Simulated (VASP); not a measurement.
# Tl (Fd-3m) in VASP: a series of runs

Runs on Tl. Level: BLYP. Tasks: single point.

Everything below comes from runs of VASP 6.6.1. Logs are shortened: lines on timing, memory, paths and dates and some standing lists are left out, and cuts for length are marked.

**1. The cell of the first run**

The structure is cubic, space group Fd-3m (No. 227). The conventional cell has a = 7.096 Å, b = 7.096 Å, c = 7.096 Å, α = 90.00°, β = 90.00°, γ = 90.00°. Tl (site symmetry -43m) has 4 Tl at 3.07 Å within 4.0 Å.

This isn't the form of Tl at room conditions, which is hcp.

**2. Single point, BLYP (44.67 Å³/atom)**

INCAR

```
PREC     = Accurate       # precision mode
ENCUT    = 520            # plane-wave cutoff, eV
EDIFF    = 1E-6           # SCF threshold, eV
ISMEAR   = -1             # smearing method
SIGMA    = 0.1            # smearing width, eV
LREAL    = F              # projectors in reciprocal space
LASPH    = T              # aspherical terms in the spheres
NELM     = 80             # most SCF steps
ALGO     = Normal         # electronic algorithm
ISIF     = 2              # what is computed and relaxed
LWAVE    = F              # write WAVECAR
LCHARG   = F              # write CHGCAR
GGA      = B5             # functional
ALDAX    = 1.0          
AGGAX    = 1.0          
AGGAC    = 1.0          
ALDAC    = 0.0          
NBANDS   = 20             # bands
```

KPOINTS

```
regular mesh
0
Gamma
  8 8 8
```

POSCAR

```
Tl
1.0
    0.0000000000      3.5481931077      3.5481931077
    3.5481931077      0.0000000000      3.5481931077
    3.5481931077      3.5481931077      0.0000000000
Tl
2
Direct
    0.1250000000      0.1250000000      0.1250000000
    0.8750000000      0.8750000000      0.8750000000
```

Potentials or basis: VASP PAW PBE potentials, release 64 (Tl_d).

Run with:

```
> cat potpaw_PBE.64/Tl_d/POTCAR > POTCAR
> mpirun -np 1 vasp_std > vasp.out
```

OUTCAR:

```text
PREC = Accurate
   ENCUT = 520
   EDIFF = 1E-6
   ISMEAR = -1
   LREAL = F
   LASPH = T
   NELM = 80
   ISIF = 2
   GGA = B5

 ion  position               nearest neighbor table
   1  0.125  0.125  0.125-   2 3.07   2 3.07   2 3.07   2 3.07
   2  0.875  0.875  0.875-   1 3.07   1 3.07   1 3.07   1 3.07

  LATTYP: Found a face centered cubic cell.
 ALAT       =     7.0963862154

  Lattice vectors:

 A1 = (   0.0000000000,   3.5481931077,   3.5481931077)
 A2 = (   3.5481931077,   0.0000000000,   3.5481931077)
 A3 = (   3.5481931077,   3.5481931077,   0.0000000000)

Analysis of symmetry for initial positions (statically):
=====================================================================
 Subroutine PRICEL returns:
 Original cell was already a primitive cell.

 Routine SETGRP: Setting up the symmetry group for a
 face centered cubic supercell.

 Subroutine GETGRP returns: Found 48 space group operations
 (whereof 12 operations were pure point group operations)
 out of a pool of 48 trial point group operations.

The static configuration has the point symmetry D_3d.
 The point group associated with its full space group is O_h .

Analysis of symmetry for dynamics (positions and initial velocities):
=====================================================================
 Subroutine PRICEL returns:
 Original cell was already a primitive cell.

 Routine SETGRP: Setting up the symmetry group for a
 face centered cubic supercell.

 Subroutine GETGRP returns: Found 48 space group operations
 (whereof 12 operations were pure point group operations)
 out of a pool of 48 trial point group operations.

The dynamic configuration has the point symmetry D_3d.
 The point group associated with its full space group is O_h .

 Subroutine INISYM returns: Found 48 space group operations
 (whereof 12 operations are pure point group operations),
 and found     1 'primitive' translations

----------------------------------------------------------------------------------------

                                     Primitive cell

  volume of cell :      89.3412

  direct lattice vectors                    reciprocal lattice vectors
     0.000000000  3.548193108  3.548193108    -0.140916795  0.140916795  0.140916795
     3.548193108  0.000000000  3.548193108     0.140916795 -0.140916795  0.140916795
     3.548193108  3.548193108  0.000000000     0.140916795  0.140916795 -0.140916795

  length of vectors
     5.017902815  5.017902815  5.017902815     0.244075048  0.244075048  0.244075048

  position of ions in fractional coordinates (direct lattice)
     0.125000000  0.125000000  0.125000000
     0.875000000  0.875000000  0.875000000

  ion indices of the primitive-cell ions
   primitive index   ion index
                 1           1
                 2           2

----------------------------------------------------------------------------------------

 KPOINTS: regular mesh

Automatic generation of k-mesh.
 Grid dimensions read from file:
 generate k-points for:    8    8    8

 Generating k-lattice:

  Cartesian coordinates                     Fractional coordinates (reciprocal lattice)
    -0.017614599  0.017614599  0.017614599     0.125000000  0.000000000  0.000000000
     0.017614599 -0.017614599  0.017614599     0.000000000  0.125000000  0.000000000
     0.017614599  0.017614599 -0.017614599     0.000000000  0.000000000  0.125000000

  Length of vectors
     0.030509381  0.030509381  0.030509381

  Shift w.r.t. Gamma in fractional coordinates (k-lattice)
     0.000000000  0.000000000  0.000000000

 Subroutine IBZKPT returns following result:
 ===========================================

 Found     29 irreducible k-points:

 Following reciprocal coordinates:
            Coordinates               Weight
  0.000000  0.000000  0.000000      1.000000
  0.125000  0.000000  0.000000      8.000000
  0.250000  0.000000  0.000000      8.000000
  0.375000  0.000000  0.000000      8.000000
  0.500000  0.000000  0.000000      4.000000
  0.125000  0.125000  0.000000      6.000000
[... 16 lines left out ...]
  0.500000  0.250000  0.125000     48.000000
 -0.375000  0.250000  0.125000     24.000000
 [... further k-points ...]
   k-points           NKPTS =     29   k-points in BZ     NKDIM =     29   number of bands    NBANDS=     20
   number of dos      NEDOS =    301   number of ions     NIONS =      2
   total plane-waves  NPLWV =  64000
   dimension x,y,z NGX =    40 NGY =   40 NGZ =   40
   dimension x,y,z NGXF=    80 NGYF=   80 NGZF=   80
   ions per type =               2
   NGX,Y,Z   is equivalent  to a cutoff of  13.25, 13.25, 13.25 a.u.
   NGXF,Y,Z  is equivalent  to a cutoff of  26.50, 26.50, 26.50 a.u.
 SYSTEM =  unknown system
   PREC   = accura    normal or accurate (medium, high low for compatibility)
   ISTART =      0    job   : 0-new  1-cont  2-samecut
   ICHARG =      2    charge: 1-file 2-atom 10-const
   ISPIN  =      1    spin polarized calculation?
   LNONCOLLINEAR =      F non collinear calculations
   LSORBIT =      F    spin-orbit coupling
   LASPH  =      T    aspherical Exc in radial PAW
   ENCUT  =  520.0 eV  38.22 Ry    6.18 a.u.   9.33  9.33  9.33*2*pi/ulx,y,z
   NELM   =     80;   NELMIN=  2; NELMDL= -5     # of ELM steps
   EDIFF  = 0.1E-05   stopping-criterion for ELM
   LREAL  =      F    real-space projection
   EDIFFG = 0.1E-04   stopping-criterion for IOM
   NSW    =      0    number of steps for IOM
   IBRION =     -1    ionic relax: 0-MD 1-quasi-New 2-CG
   NFREE  =      0    steps in history (QN), initial steepest desc. (CG)
   ISIF   =      2    stress and relaxation
   ISYM   =      2    0-nonsym 1-usesym 2-fastsym
   POTIM  = 0.5000    time-step for ionic-motion
   TEBEG  =    0.0;   TEEND  =   0.0 temperature during run
   PSTRESS=    0.0 pullay stress
   NELECT =      26.0000    total number of electrons
   NUPDOWN=      -1.0000    fix difference up-down
   EMIN   =  10.00;   EMAX   =-10.00  energy-range for DOS
   EFERMI =   0.00;   METHOD = LEGACY
   ISMEAR =    -1;   SIGMA  =   0.10  broadening in eV -4-tet -1-fermi 0-gaus
   EFERMI_NEDOS =   21; number of points for ismear=-14 and -15
   IALGO  =     38    algorithm
   IMIX   =      4    mixing-type and parameters
     AMIX     =   0.40;   BMIX     =  1.00
     AMIX_MAG =   1.60;   BMIX_MAG =  1.00
  volume/ion in A,a.u.               =      44.67       301.45
  Fermi-wavevector in a.u.,A,eV,Ry     =   1.084881  2.050127 16.013600  1.176966
  Thomas-Fermi vector in A             =   2.220981
   LORBIT       =      0    0 simple, 1 ext, 2 COOP (PROOUT), +10 PAW based schemes
   GGA     = B5    functional components
   LHFCALC =     F    Hartree Fock is set to
   AEXX    =    0.0000 exact exchange contribution
   IVDW    =     0    specifies the selected vdW correction
   LEPSILON=     F    determine dielectric tensor
   LRPA    =     F    only Hartree local field effects (RPA)
 non-spin polarized calculation
  energy-cutoff  :      520.00
  volume of cell :       89.34
 maximum number of plane-waves:      2450
 NGX is ok and might be reduce to    40
   NGX = 19   NGY = 19   NGZ = 19

 number of electron      26.0000001 magnetization

 Free energy of the ion-electron system (eV)
  ---------------------------------------------------
  ext. energy  EPLUGINS =         0.00000000
  ---------------------------------------------------
  free energy    TOTEN  =        -2.95754811 eV

  energy without entropy =       -2.89238346  energy(sigma->0) =       -2.92496579

 E-fermi :   3.1557     XC(G=0):  -7.3540

 val. band max:        3.0745645816   @ k =   0.3750   0.2500   0.1250
 cond. band min:       3.1775633399   @ k =  -0.2500   0.3750   0.1250
 fundamental gap:      0.1029987583
 Fermi energy:         3.1557109571

 k-point     1 :       0.0000    0.0000    0.0000
  band No.  band energies     occupation
      1      -8.6332      2.00000
      2      -8.6332      2.00000
      3      -8.6332      2.00000
      4      -8.5612      2.00000
      5      -8.5612      2.00000
      6      -8.0505      2.00000
[... 12 lines left out ...]
     19       8.3597      0.00000
     20      11.8491      0.00000

 k-point     2 :       0.1250    0.0000    0.0000
  band No.  band energies     occupation
      1      -8.6540      2.00000
      2      -8.6540      2.00000
      3      -8.6313      2.00000
      4      -8.5313      2.00000
      5      -8.5313      2.00000
      6      -8.0706      2.00000
[... 12 lines left out ...]
     19       9.2731      0.00000
     20      11.3857      0.00000

 k-point     3 :       0.2500    0.0000    0.0000
  band No.  band energies     occupation
      1      -8.6768      2.00000
      2      -8.6768      2.00000
      3      -8.6266      2.00000
      4      -8.4897      2.00000
      5      -8.4897      2.00000
      6      -8.1057      2.00000
[... 12 lines left out ...]
     19       9.9174      0.00000
     20      11.2595      0.00000

 k-point     4 :       0.3750    0.0000    0.0000
  band No.  band energies     occupation
      1      -8.6860      2.00000
      2      -8.6860      2.00000
      3      -8.6218      2.00000
      4      -8.4671      2.00000
      5      -8.4671      2.00000
      6      -8.1429      2.00000
[... 12 lines left out ...]
     19      10.0380      0.00000
     20      11.8746      0.00000

 k-point     5 :       0.5000    0.0000    0.0000
  band No.  band energies     occupation
      1      -8.6875      2.00000
      2      -8.6875      2.00000
      3      -8.6197      2.00000
      4      -8.4621      2.00000
      5      -8.4621      2.00000
      6      -8.1579      2.00000
[... 12 lines left out ...]
     19      11.7105      0.00000
     20      12.2037      0.00000
[... 353 lines left out ...]
      6      -8.2687      2.00000
[... 12 lines left out ...]
     19      12.5217      0.00000
     20      12.5217      0.00000

 k-point    22 :       0.3750    0.2500    0.1250
  band No.  band energies     occupation
      1      -8.7034      2.00000
      2      -8.6917      2.00000
      3      -8.6139      2.00000
      4      -8.4721      2.00000
      5      -8.4015      2.00000
      6      -8.2567      2.00000
[... 12 lines left out ...]
     19      10.8356      0.00000
     20      11.4562      0.00000

 k-point    23 :       0.5000    0.2500    0.1250
  band No.  band energies     occupation
      1      -8.7269      2.00000
      2      -8.7086      2.00000
      3      -8.5730      2.00000
      4      -8.4367      2.00000
      5      -8.3717      2.00000
      6      -8.2812      2.00000
[... 12 lines left out ...]
     19      11.5499      0.00000
     20      11.6961      0.00000

 k-point    24 :      -0.3750    0.2500    0.1250
  band No.  band energies     occupation
      1      -8.7389      2.00000
      2      -8.7110      2.00000
      3      -8.5544      2.00000
      4      -8.4109      2.00000
      5      -8.3767      2.00000
      6      -8.2780      2.00000
[... 12 lines left out ...]
     19      11.0083      0.00000
     20      11.9473      0.00000

 [... further k-points ...]
[... 5 lines left out ...]
  --------------------------------------------------------------------------------------
  -------------------------------------------------------------------------------------
  Total        0.9864691      0.9864691      0.9864691     -0.0000000     -0.0000000      0.0000000
  in kB       17.6905903     17.6905903     17.6905903     -0.0000000     -0.0000000      0.0000000
  external PRESSURE =      17.6905903 kB  Pullay stress =       0.0000000 kB

 VOLUME and BASIS-vectors are now :
 -----------------------------------------------------------------------------
  energy-cutoff  :      520.00
  volume of cell :       89.34
      direct lattice vectors                 reciprocal lattice vectors
     0.000000000  3.548193108  3.548193108    -0.140916795  0.140916795  0.140916795
     3.548193108  0.000000000  3.548193108     0.140916795 -0.140916795  0.140916795
     3.548193108  3.548193108  0.000000000     0.140916795  0.140916795 -0.140916795

 POSITION                                       TOTAL-FORCE (eV/Angst)
 -----------------------------------------------------------------------------------
      0.88705      0.88705      0.88705         0.000000      0.000000      0.000000
      6.20934      6.20934      6.20934        -0.000000     -0.000000     -0.000000
 -----------------------------------------------------------------------------------
    total drift:                                0.000000      0.000000     -0.000000

  FREE ENERGIE OF THE ION-ELECTRON SYSTEM (eV)
  ---------------------------------------------------
  free  energy   TOTEN  =        -2.9575481129 eV

  energy  without entropy=       -2.8923834618  energy(sigma->0) =       -2.92496579
```

It took 39 s on 1 thread of AMD EPYC 9R45 (Zen 5), shared host; peak memory 0.21 GiB.

What came out:

| Item | Value |
| --- | --- |
| Free energy | -2.9575 eV |
| Pressure | 1.8 GPa |
| Band gap on the k mesh | zero (bands 13 and 14 overlap by 2.96 eV) |

Levels at points of the mesh, in eV from the Fermi level:
```csv
k point,band 11,band 12,band 13,band 14,band 15,band 16
"(0.00, 0.00, 0.00)",-8.64,-1.52,2.18,2.18,2.18,3.81
"(0.50, 0.00, 0.00)",-7.23,-4.77,0.73,0.97,0.97,4.86
"(0.50, 0.50, 0.00)",-5.99,-5.99,-0.30,-0.30,2.31,2.31
```

Caveat: the PAW data sets were made with another functional, which shifts forces and pressure a little; spin-orbit coupling is left out, which moves the levels of the heavy elements.

**3. Single point, BLYP (46.70 Å³/atom)**

This run uses another cell than the first one, of 46.70 Å³/atom.

INCAR

```
PREC = Accurate ; ENCUT = 520
EDIFF = 1E-6 ; ISMEAR = -1
SIGMA = 0.1 ; LREAL = False
LASPH = True ; NELM = 60
ALGO = Normal ; ISIF = 2
LWAVE = False ; LCHARG = False
GGA = B5 ; ALDAX = 1.0
AGGAX = 1.0 ; AGGAC = 1.0
ALDAC = 0.0 ; NBANDS = 20
```

KPOINTS is that of step 2.

POSCAR

```
Tl
1.0
    0.0000000000      3.6011590225      3.6011590225
    3.6011590225      0.0000000000      3.6011590225
    3.6011590225      3.6011590225      0.0000000000
Tl
2
Direct
    0.1250000000      0.1250000000      0.1250000000
    0.8750000000      0.8750000000      0.8750000000
```

Potentials or basis: VASP PAW PBE potentials, release 64 (Tl_d).

Run with:

```
> cat potpaw_PBE.64/Tl_d/POTCAR > POTCAR
> mpirun -np 1 vasp_std > vasp.out
```

It took 39 s on 1 thread of AMD EPYC 9R45 (Zen 5), shared host; peak memory 0.22 GiB.

It converged, with:

```yaml
Free_energy: -2.9944 eV
Pressure: 1.0 GPa
Band_gap_on_the_k_mesh: zero (bands 13 and 14 overlap by 2.79 eV)
```

Levels at points of the mesh, in eV from the Fermi level:
```tsv
k point	band 10	band 11	band 12	band 13	band 14	band 15	band 16	band 17
(0.00, 0.00, 0.00)	-11.17	-8.48	-1.82	2.05	2.05	2.05	3.68	3.68
(0.50, 0.00, 0.00)	-11.12	-7.16	-4.78	0.61	0.92	0.92	4.70	4.70
(0.50, 0.50, 0.00)	-11.09	-5.98	-5.98	-0.28	-0.28	2.22	2.22	8.07
```

Caveat: the PAW data sets were made with another functional, which shifts forces and pressure a little; spin-orbit coupling is left out, which moves the levels of the heavy elements.

**4. Single point, BLYP (48.73 Å³/atom)**

This run uses another cell than the first one, of 48.73 Å³/atom.

INCAR

```
SYSTEM = Tl
  AGGAC = 1.0
  AGGAX = 1.0
  ALDAC = 0.0
  ALDAX = 1.0
  ALGO = Normal
  EDIFF = 1E-6
  ENCUT = 520
  GGA = B5
  ISIF = 2
  ISMEAR = -1
  LASPH = .True.
  LCHARG = .False.
  LREAL = .False.
  LWAVE = .False.
  NBANDS = 20
  NELM = 80
  PREC = Accurate
  SIGMA = 0.1
```

KPOINTS

```
k-points
0
Gamma
  8 8 8
  0 0 0
```

POSCAR

```
Tl
1.0
    0.0000000000      3.6526111028      3.6526111028
    3.6526111028      0.0000000000      3.6526111028
    3.6526111028      3.6526111028      0.0000000000
Tl
2
Direct
    0.1250000000      0.1250000000      0.1250000000
    0.8750000000      0.8750000000      0.8750000000
```

Run with:

```
> cat potpaw_PBE.64/Tl_d/POTCAR > POTCAR
> mpirun -np 1 vasp_std > vasp.out
```

It took 40 s on 1 thread of AMD EPYC 9R45 (Zen 5), shared host; peak memory 0.22 GiB.

Results (log left out):

```yaml
Free_energy: -3.0143 eV
Pressure: 0.4 GPa
Band_gap_on_the_k_mesh: zero (bands 13 and 14 overlap by 2.64 eV)
```

Levels at points of the mesh, in eV from the Fermi level:
```csv
k point,band 9,band 10,band 11,band 12,band 13,band 14,band 15,band 16,band 17,band 18
"(0.00, 0.00, 0.00)",-11.20,-11.20,-8.33,-2.09,1.94,1.94,1.94,3.56,3.56,3.56
"(0.50, 0.00, 0.00)",-11.16,-11.16,-7.10,-4.80,0.51,0.87,0.87,4.55,4.55,6.16
"(0.50, 0.50, 0.00)",-11.13,-11.13,-5.97,-5.97,-0.26,-0.26,2.14,2.14,7.75,7.75
```

Caveat: the PAW data sets were made with another functional, which shifts forces and pressure a little; spin-orbit coupling is left out, which moves the levels of the heavy elements.

**5. Single point, BLYP**

This run uses another cell than the first one, of 50.76 Å³/atom.

INCAR

```
SYSTEM = Tl
AGGAC = 1.0
AGGAX = 1.0
ALDAC = 0.0
ALDAX = 1.0
ALGO = Normal
EDIFF = 1E-6
ENCUT = 520
GGA = B5
ISIF = 2
ISMEAR = -1
LASPH = .True.
LCHARG = .True.
LELF = .True.
LREAL = .False.
LVHAR = .True.
LWAVE = .False.
NBANDS = 20
NELM = 80
PREC = Accurate
SIGMA = 0.1
```

KPOINTS is that of step 4.

POSCAR

```
Tl
1.0
    0.0000000000      3.7026530898      3.7026530898
    3.7026530898      0.0000000000      3.7026530898
    3.7026530898      3.7026530898      0.0000000000
Tl
2
Direct
    0.1250000000      0.1250000000      0.1250000000
    0.8750000000      0.8750000000      0.8750000000
```

Run with:

```
> cat potpaw_PBE.64/Tl_d/POTCAR > POTCAR
> mpirun -np 1 vasp_std > vasp.out
```

It took 40 s on 1 thread of AMD EPYC 9R45 (Zen 5), shared host; peak memory 0.21 GiB.

The run converged. Its results:

```
Free energy            : -3.0213 eV
Pressure               : 0.0 GPa
Band gap on the k mesh : zero (bands 13 and 14 overlap by 2.50 eV)
```

Levels at points of the mesh, in eV from the Fermi level:
| k point | band 11 | band 12 | band 13 | band 14 | band 15 | band 16 |
| --- | --- | --- | --- | --- | --- | --- |
| (0.00, 0.00, 0.00) | -8.20 | -2.34 | 1.84 | 1.84 | 1.84 | 3.44 |
| (0.50, 0.00, 0.00) | -7.05 | -4.82 | 0.43 | 0.83 | 0.83 | 4.41 |
| (0.50, 0.50, 0.00) | -5.96 | -5.96 | -0.25 | -0.25 | 2.07 | 2.07 |

Caveat: the PAW data sets were made with another functional, which shifts forces and pressure a little; spin-orbit coupling is left out, which moves the levels of the heavy elements.

**6. The runs side by side**

| cell | gap on the mesh (eV) | pressure (GPa) |
| --- | --- | --- |
| a = 5.018 Å, angles 60.0°, 2 atoms | none | 1.8 |
| a = 5.093 Å, angles 60.0°, 2 atoms | none | 1.0 |
| a = 5.166 Å, angles 60.0°, 2 atoms | none | 0.4 |
| a = 5.236 Å, angles 60.0°, 2 atoms | none | 0.0 |

Alike in all rows: task single point; level BLYP; potentials or basis VASP PAW PBE potentials, release 64 (Tl_d); no spin polarisation; k mesh 8 × 8 × 8; cutoff (eV) 520; smearing fermi-dirac 0.1 eV.

Caveats: the PAW data sets were made with another functional, which shifts forces and pressure a little; spin-orbit coupling is left out, which moves the levels of the heavy elements.

Absolute energies hang on the potentials; compare differences alone.

The gap in the log of VASP goes by the Fermi energy; the results here count the filled bands.